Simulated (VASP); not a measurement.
A run of VASP 6.6.1 is set up as follows.

INCAR

```
SYSTEM = Al2Pt
  ALGO = Fast
  EDIFF = 1E-7
  ENCUT = 520
  GGA = PE
  ISIF = 2
  ISMEAR = 0
  LASPH = .True.
  LCHARG = .False.
  LREAL = .False.
  LWAVE = .False.
  NBANDS = 15
  NELM = 60
  PREC = Accurate
  SIGMA = 0.1
```

File KPOINTS:

```
k-points
0
Gamma
  12 12 12
  0 0 0
```

The input POSCAR:

```
Al2Pt
1.0
    0.0000000000      2.9431696778      2.9431696778
    2.9431696778      0.0000000000      2.9431696778
    2.9431696778      2.9431696778      0.0000000000
Al Pt
2 1
Direct
    0.2500000000      0.2500000000      0.2500000000
    0.7500000000      0.7500000000      0.7500000000
    0.0000000000      0.0000000000      0.0000000000
```

Potentials or basis: VASP PAW PBE potentials, release 64 (Al, Pt).

Run with:

```console
$ cat potpaw_PBE.64/Al/POTCAR potpaw_PBE.64/Pt/POTCAR > POTCAR
$ mpirun -np 1 vasp_std > vasp.out
```

(1) Estimate the band gap on the k mesh.

(2) Estimate the pressure.

Results:

(1) zero (band 8 reaches 11.88 eV, above the bottom of band 9 at 6.42 eV).

(2) 4.0 GPa.

Caveat: spin-orbit coupling is left out, which moves the levels of the heavy elements.
